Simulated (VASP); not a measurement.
Crystal: Ba3Cd.

```
CELL_PARAMETERS angstrom
5.11391 0.00000 0.00000
0.00000 5.11391 0.00000
0.00000 0.00000 5.11391
ATOMIC_POSITIONS crystal
Ba 0.00000 0.50000 0.50000
Ba 0.50000 0.00000 0.50000
Ba 0.50000 0.50000 0.00000
Cd 0.00000 0.00000 0.00000
```

- Program: VASP 6.6.1
- Task: relaxation of cell and atoms
- Functional: PBE
- Potentials or basis: VASP PAW PBE potentials, release 64 (Ba_sv, Cd)
- Cutoff: 600 eV
- k mesh: 4 × 4 × 4
- Occupations: gaussian, width 0.1 eV
- Spin: no spin polarisation

At the start: pressure 8.8 GPa; volume 33.43 Å³/atom.

Question: How do energy, volume and symmetry change on relaxing?

Answer: Over 4 steps the energy falls by 302.4 meV/atom and the volume is 48.32 Å³/atom (+44.5 %); space group Pm-3m (No. 221, to 0.1 Å) before and after.

The path:
```
step  energy change (eV)  largest force (eV/Å)  pressure (GPa)  volume (Å³)
   1              0.0000                0.0000            8.83       133.74
   2             -1.1042                0.0000            1.73       172.66
   3             -1.2013                0.0000            0.45       187.36
   4             -1.2098                0.0000            0.02       193.30
```

Final structure:
```
Ba Cd
1.0
     5.78196    0.00000    0.00000
     0.00000    5.78196    0.00000
     0.00000    0.00000    5.78196
Ba Cd
3 1
Direct
  0.00000 0.50000 0.50000
  0.50000 0.00000 0.50000
  0.50000 0.50000 0.00000
  0.00000 0.00000 0.00000
```

Caveat: the volume moved by over 15 % at a fixed basis, so the end points are rough.
